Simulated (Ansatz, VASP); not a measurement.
**Two plane-wave programs on Sn3Te**

```
Sn Te
1.0
     4.86562    0.00000    0.00000
     0.00000    4.86562    0.00000
     0.00000    0.00000    4.86562
Sn Te
3 1
Direct
  0.50000 0.50000 0.00000
  0.50000 0.00000 0.50000
  0.00000 0.50000 0.50000
  0.00000 0.00000 0.00000
```

Alike in both runs: task single point; functional PBE; k mesh 4 × 4 × 4; occupations gaussian, width 0.1 eV; no spin polarisation.

|  | VASP | Ansatz |
| --- | --- | --- |
| version | VASP 6.6.1 | Ansatz 0.2.0 |
| potentials or method | VASP PAW PBE potentials, release 64 (Sn_d, Te), cutoff 520 eV | scalar-relativistic, plane waves, PAW |
| valence electrons in the cell | 48 | 58 |

```tsv
	VASP	Ansatz	Ansatz less VASP
gap on the k mesh at the Fermi level (eV)	none	none	-
pressure (GPa)	-0.1	-0.1	+0.05
```

A gap of «none» marks a metal or a gap that the smearing closes. VASP's potentials hold 48 valence electrons a cell and Ansatz's 58, so a difference there can come from the potentials and not from the codes.

Neither program's run includes spin-orbit coupling.
